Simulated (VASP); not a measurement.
# Al16HC in VASP: single point with PBEsol

Aim: the single point of Al16HC with PBEsol.

All numbers are computed with VASP 6.6.1; they aren't measurements. Logs are shortened: lines on timing, memory, paths and dates and some standing lists are left out, and cuts for length are marked.

### Step 1. The cell of the first run

The cell holds a slab with vacuum, 18 atoms: a = 5.728 Å, b = 5.728 Å, c = 21.075 Å, α = 90.00°, β = 90.00°, γ = 90.00°.

### Step 2. Single point, PBEsol

The input, INCAR:

```
ALGO = Normal
EDIFF = 1E-6
ENCUT = 520
GGA = PS
ISIF = 2
ISMEAR = -1
LASPH = True
LCHARG = True
LELF = True
LREAL = Auto
LVHAR = True
LWAVE = False
NBANDS = 42
NELM = 80
PREC = Accurate
SIGMA = 0.15
```

The input, KPOINTS:

```
k-points
0
Gamma
  3 3 1
```

The input, POSCAR:

```
Al16HC
1.0
    5.7275650000      0.0000000000      0.0000000000
    0.0000000000      5.7275650000      0.0000000000
    0.0000000000      0.0000000000     21.0750000000
Al C H
16 1 1
Direct
    0.2500015277      0.2500015277      0.0474495848
    0.7500045831      0.2500015277      0.0474495848
    0.2500015277      0.7500045831      0.0474495848
    0.7500045831      0.7500045831      0.0474495848
   -0.0001047566      0.0000698377      0.1427852906
    0.5001427308     -0.0000349189      0.1427805457
    0.0000523783      0.4998982988      0.1427758007
    0.4999855960      0.4999855960      0.1427852906
    0.2498967711      0.2500713654      0.2403511269
    0.7500569614      0.2499142306      0.2403890866
    0.2500364466      0.7499172860      0.2403463820
    0.7499696642      0.7501442585      0.2403511269
   -0.0002269725      0.0001745943      0.3353072361
    0.5001776497      0.0001047566      0.3354448399
   -0.0000523783      0.4998808394      0.3354733096
    0.5000728931      0.4998808394      0.3357817319
    0.6848110846      0.3424666503      0.4964982206
    0.6769718022      0.3367399584      0.5517627521
```

Potentials or basis: VASP PAW PBE potentials, release 64 (Al, C, H).

On the command line:

```console
cat potpaw_PBE.64/Al/POTCAR potpaw_PBE.64/C/POTCAR potpaw_PBE.64/H/POTCAR > POTCAR
mpirun -np 1 vasp_std > vasp.out
```

OUTCAR:

```text
EDIFF = 1E-6
   ENCUT = 520
   GGA = PS
   ISIF = 2
   ISMEAR = -1
   LASPH = True
   LREAL = Auto
   NELM = 80
   PREC = Accurate

 ion  position               nearest neighbor table
   1  0.250  0.250  0.047-   7 2.85   8 2.85   5 2.85   6 2.85   2 2.86   3 2.86   2 2.86   3 2.86

   2  0.750  0.250  0.047-   5 2.85   6 2.85   7 2.85   8 2.85   1 2.86   4 2.86   4 2.86   1 2.86

   3  0.250  0.750  0.047-   8 2.85   7 2.85   6 2.85   5 2.85   1 2.86   4 2.86   4 2.86   1 2.86
[... 23 lines left out ...]
  15  1.000  0.500  0.335-  10 2.85   9 2.85  11 2.85  12 2.85  13 2.86  16 2.86  16 2.86  13 2.87

  16  0.500  0.500  0.336-  10 2.85   9 2.85  11 2.85  12 2.85  14 2.86  15 2.86  15 2.86  14 2.87

  17  0.685  0.342  0.496-  18 1.17
  18  0.677  0.337  0.552-  17 1.17

  LATTYP: Found a simple tetragonal cell.
 ALAT       =     5.7275650000
 C/A-ratio  =     3.6795741297

  Lattice vectors:

 A1 = (   5.7275650000,   0.0000000000,   0.0000000000)
 A2 = (   0.0000000000,   5.7275650000,   0.0000000000)
 A3 = (   0.0000000000,   0.0000000000,  21.0750000000)

Analysis of symmetry for initial positions (statically):
=====================================================================
 Subroutine PRICEL returns:
 Original cell was already a primitive cell.

 Routine SETGRP: Setting up the symmetry group for a
 simple tetragonal supercell.

 Subroutine GETGRP returns: Found  1 space group operations
 (whereof  1 operations were pure point group operations)
 out of a pool of 16 trial point group operations.

The static configuration has the point symmetry C_1 .

Analysis of symmetry for dynamics (positions and initial velocities):
=====================================================================
 Subroutine PRICEL returns:
 Original cell was already a primitive cell.

 Routine SETGRP: Setting up the symmetry group for a
 simple tetragonal supercell.

 Subroutine GETGRP returns: Found  1 space group operations
 (whereof  1 operations were pure point group operations)
 out of a pool of 16 trial point group operations.

The dynamic configuration has the point symmetry C_1 .

 Subroutine INISYM returns: Found  1 space group operations
 (whereof  1 operations are pure point group operations),
 and found     1 'primitive' translations

----------------------------------------------------------------------------------------

                                     Primitive cell

  volume of cell :     691.3654

  direct lattice vectors                    reciprocal lattice vectors
     5.727565000  0.000000000  0.000000000     0.174594265  0.000000000  0.000000000
     0.000000000  5.727565000  0.000000000     0.000000000  0.174594265  0.000000000
     0.000000000  0.000000000 21.075000000     0.000000000  0.000000000  0.047449585

  length of vectors
     5.727565000  5.727565000 21.075000000     0.174594265  0.174594265  0.047449585

  position of ions in fractional coordinates (direct lattice)
     0.250001528  0.250001528  0.047449585
     0.750004583  0.250001528  0.047449585
     0.250001528  0.750004583  0.047449585
     0.750004583  0.750004583  0.047449585
     0.999895243  0.000069838  0.142785291
     0.500142731  0.999965081  0.142780546
[... 10 lines left out ...]
     0.684811085  0.342466650  0.496498221
     0.676971802  0.336739958  0.551762752

  ion indices of the primitive-cell ions
   primitive index   ion index
                 1           1
                 2           2
                 3           3
                 4           4
                 5           5
                 6           6
[... 10 lines left out ...]
                17          17
                18          18

----------------------------------------------------------------------------------------

 KPOINTS: k-points

Automatic generation of k-mesh.
 Grid dimensions read from file:
 generate k-points for:    3    3    1

 Generating k-lattice:

  Cartesian coordinates                     Fractional coordinates (reciprocal lattice)
     0.058198088  0.000000000  0.000000000     0.333333333  0.000000000  0.000000000
     0.000000000  0.058198088  0.000000000     0.000000000  0.333333333  0.000000000
     0.000000000  0.000000000  0.047449585     0.000000000  0.000000000  1.000000000

  Length of vectors
     0.058198088  0.058198088  0.047449585

  Shift w.r.t. Gamma in fractional coordinates (k-lattice)
     0.000000000  0.000000000  0.000000000

 Subroutine IBZKPT returns following result:
 ===========================================

 Found      5 irreducible k-points:

 Following reciprocal coordinates:
            Coordinates               Weight
  0.000000  0.000000  0.000000      1.000000
  0.333333  0.000000  0.000000      2.000000
  0.000000  0.333333  0.000000      2.000000
  0.333333  0.333333  0.000000      2.000000
 -0.333333  0.333333  0.000000      2.000000
   k-points           NKPTS =      5   k-points in BZ     NKDIM =      5   number of bands    NBANDS=     42
   number of dos      NEDOS =    301   number of ions     NIONS =     18
   total plane-waves  NPLWV = 368640
   dimension x,y,z NGX =    48 NGY =   48 NGZ =  160
   dimension x,y,z NGXF=    96 NGYF=   96 NGZF=  320
   ions per type =              16   1   1
   NGX,Y,Z   is equivalent  to a cutoff of  13.93, 13.93, 12.62 a.u.
   NGXF,Y,Z  is equivalent  to a cutoff of  27.86, 27.86, 25.24 a.u.
 SYSTEM =  unknown system
   PREC   = accura    normal or accurate (medium, high low for compatibility)
   ISTART =      0    job   : 0-new  1-cont  2-samecut
   ICHARG =      2    charge: 1-file 2-atom 10-const
   ISPIN  =      1    spin polarized calculation?
   LNONCOLLINEAR =      F non collinear calculations
   LSORBIT =      F    spin-orbit coupling
   LASPH  =      T    aspherical Exc in radial PAW
   ENCUT  =  520.0 eV  38.22 Ry    6.18 a.u.  10.65 10.65 39.19*2*pi/ulx,y,z
   NELM   =     80;   NELMIN=  2; NELMDL= -5     # of ELM steps
   EDIFF  = 0.1E-05   stopping-criterion for ELM
   LREAL  =      T    real-space projection
   EDIFFG = 0.1E-04   stopping-criterion for IOM
   NSW    =      0    number of steps for IOM
   IBRION =     -1    ionic relax: 0-MD 1-quasi-New 2-CG
   NFREE  =      0    steps in history (QN), initial steepest desc. (CG)
   ISIF   =      2    stress and relaxation
   ISYM   =      2    0-nonsym 1-usesym 2-fastsym
   POTIM  = 0.5000    time-step for ionic-motion
   TEBEG  =    0.0;   TEEND  =   0.0 temperature during run
   PSTRESS=    0.0 pullay stress
   NELECT =      53.0000    total number of electrons
   NUPDOWN=      -1.0000    fix difference up-down
   EMIN   =  10.00;   EMAX   =-10.00  energy-range for DOS
   EFERMI =   0.00;   METHOD = LEGACY
   ISMEAR =    -1;   SIGMA  =   0.15  broadening in eV -4-tet -1-fermi 0-gaus
   EFERMI_NEDOS =   21; number of points for ismear=-14 and -15
   IALGO  =     38    algorithm
   IMIX   =      4    mixing-type and parameters
     AMIX     =   0.40;   BMIX     =  1.00
     AMIX_MAG =   1.60;   BMIX_MAG =  1.00
  volume/ion in A,a.u.               =      38.41       259.20
  Fermi-wavevector in a.u.,A,eV,Ry     =   0.695447  1.314205  6.580417  0.483647
  Thomas-Fermi vector in A             =   1.778222
   LORBIT       =      0    0 simple, 1 ext, 2 COOP (PROOUT), +10 PAW based schemes
   GGA     = PS    functional components
   LHFCALC =     F    Hartree Fock is set to
   AEXX    =    0.0000 exact exchange contribution
   IVDW    =     0    specifies the selected vdW correction
   LEPSILON=     F    determine dielectric tensor
   LRPA    =     F    only Hartree local field effects (RPA)
 non-spin polarized calculation
  energy-cutoff  :      520.00
  volume of cell :      691.37
 maximum number of plane-waves:     18651
 NGX is ok and might be reduce to    42
   NGX = 21   NGY = 21   NGZ = 79

 number of electron      53.0000000 magnetization

 Free energy of the ion-electron system (eV)
  ---------------------------------------------------
  ext. energy  EPLUGINS =         0.00000000
  ---------------------------------------------------
  free energy    TOTEN  =       -67.77008204 eV

  energy without entropy =      -66.99035981  energy(sigma->0) =      -67.38022092

 E-fermi :   0.4623     XC(G=0):  -5.2881

 val. band max:        0.3791009758   @ k =   0.0000   0.0000   0.0000
 cond. band min:       0.4650784302   @ k =   0.3333   0.3333   0.0000
 fundamental gap:      0.0859774544
 Fermi energy:         0.4623209203

 k-point     1 :       0.0000    0.0000    0.0000
  band No.  band energies     occupation
      1     -10.1706      2.00000
      2      -9.6509      2.00000
      3      -8.8188      2.00000
      4      -6.6411      2.00000
      5      -5.7445      2.00000
      6      -5.7435      2.00000
[... 30 lines left out ...]
     37       2.7092      0.00000
     38       2.7417      0.00000

 k-point     2 :       0.3333    0.0000    0.0000
  band No.  band energies     occupation
      1      -9.6761      2.00000
      2      -9.6436      2.00000
      3      -8.3242      2.00000
      4      -8.1847      2.00000
      5      -6.8500      2.00000
      6      -6.1518      2.00000
[... 30 lines left out ...]
     37       2.6174      0.00000
     38       3.0286      0.00000

 k-point     3 :       0.0000    0.3333    0.0000
  band No.  band energies     occupation
      1      -9.6761      2.00000
      2      -9.6436      2.00000
      3      -8.3242      2.00000
      4      -8.1847      2.00000
      5      -6.8500      2.00000
      6      -6.1518      2.00000
[... 30 lines left out ...]
     37       2.6169      0.00000
     38       3.0287      0.00000

 k-point     4 :       0.3333    0.3333    0.0000
  band No.  band energies     occupation
      1      -9.6461      2.00000
      2      -9.1738      2.00000
      3      -7.8310      2.00000
      4      -7.6938      2.00000
      5      -7.6916      2.00000
      6      -6.3627      2.00000
[... 30 lines left out ...]
     37       2.7318      0.00000
     38       2.8855      0.00000

 k-point     5 :      -0.3333    0.3333    0.0000
  band No.  band energies     occupation
      1      -9.6461      2.00000
      2      -9.1738      2.00000
      3      -7.8310      2.00000
      4      -7.6936      2.00000
      5      -7.6918      2.00000
      6      -6.3628      2.00000
[... 30 lines left out ...]
     37       2.7319      0.00000
     38       2.8855      0.00000
 [bands above 38 left out]

------------------------ aborting loop because EDIFF is reached ----------------------------------------

  FORCE on cell =-STRESS in cart. coord.  units (eV):
  Direction    XX          YY          ZZ          XY          YZ          ZX
  --------------------------------------------------------------------------------------
  -------------------------------------------------------------------------------------
  Total       -8.5384894     -8.5831157     -5.1709942     -0.0007948      0.1001091     -0.0605828
  in kB      -19.7871839    -19.8906014    -11.9833155     -0.0018418      0.2319938     -0.1403953
  external PRESSURE =     -17.2203669 kB  Pullay stress =       0.0000000 kB

 VOLUME and BASIS-vectors are now :
 -----------------------------------------------------------------------------
  energy-cutoff  :      520.00
  volume of cell :      691.37
      direct lattice vectors                 reciprocal lattice vectors
     5.727565000  0.000000000  0.000000000     0.174594265  0.000000000  0.000000000
     0.000000000  5.727565000  0.000000000     0.000000000  0.174594265  0.000000000
     0.000000000  0.000000000 21.075000000     0.000000000  0.000000000  0.047449585

 POSITION                                       TOTAL-FORCE (eV/Angst)
 -----------------------------------------------------------------------------------
      1.43190      1.43190      1.00000        -0.000612      0.009329      0.135112
      4.29570      1.43190      1.00000         0.003191     -0.004790      0.137930
      1.43190      4.29570      1.00000         0.005258     -0.010912      0.144118
      4.29570      4.29570      1.00000        -0.004107      0.001051      0.132206
      5.72696      0.00040      3.00920        -0.007721      0.003416     -0.128915
      2.86460      5.72736      3.00910         0.011233     -0.002280     -0.128690
[... 10 lines left out ...]
      3.92230      1.96150     10.46370         0.002062     -0.035133      0.039122
      3.87740      1.92870     11.62840        -0.007400      0.037426     -0.660097
 -----------------------------------------------------------------------------------
    total drift:                                0.000022     -0.000208     -0.019882

  FREE ENERGIE OF THE ION-ELECTRON SYSTEM (eV)
  ---------------------------------------------------
  free  energy   TOTEN  =       -67.7700820368 eV

  energy  without entropy=      -66.9903598059  energy(sigma->0) =      -67.38022092
```

It took 12 min on 1 thread of Intel Xeon 8259CL, shared host; peak memory 0.74 GiB.

What came out:

```
Free energy            : -67.7701 eV
Largest force          : 0.661 eV/Å
Band gap on the k mesh : zero (an odd number of electrons rules out a gap without spin polarisation)
```

Forces in eV/Å, atoms in the order of the input:
```
Al  -0.001  0.009  0.135
Al   0.003 -0.005  0.138
Al   0.005 -0.011  0.144
Al  -0.004  0.001  0.132
Al  -0.008  0.003 -0.129
Al   0.011 -0.002 -0.129
Al   0.005 -0.008 -0.129
Al  -0.002 -0.002 -0.125
Al  -0.003  0.009  0.113
Al  -0.003  0.000  0.127
Al   0.005 -0.010  0.114
Al  -0.005  0.008  0.112
Al  -0.018  0.015 -0.043
Al   0.014  0.013  0.003
Al  -0.006 -0.008  0.022
Al   0.011 -0.015  0.134
C    0.002 -0.035  0.039
H   -0.007  0.037 -0.660
```

Levels at points of the mesh, in eV from the Fermi level:
```tsv
k point	band 22	band 23	band 24	band 25	band 26	band 27	band 28	band 29	band 30	band 31
(0.00, 0.00, 0.00)	-1.25	-1.25	-1.17	-1.17	-0.09	-0.08	0.01	0.04	0.23	0.23
```

Caveat: the k points lie up to 0.37 Å⁻¹ apart, too coarse for converged energies and pressures of a metal; there is no dipole correction, which matters where the two faces differ; the PAW data sets were made with another functional, which shifts forces and pressure a little.

The gap in the log of VASP goes by the Fermi energy; the results here count the filled bands.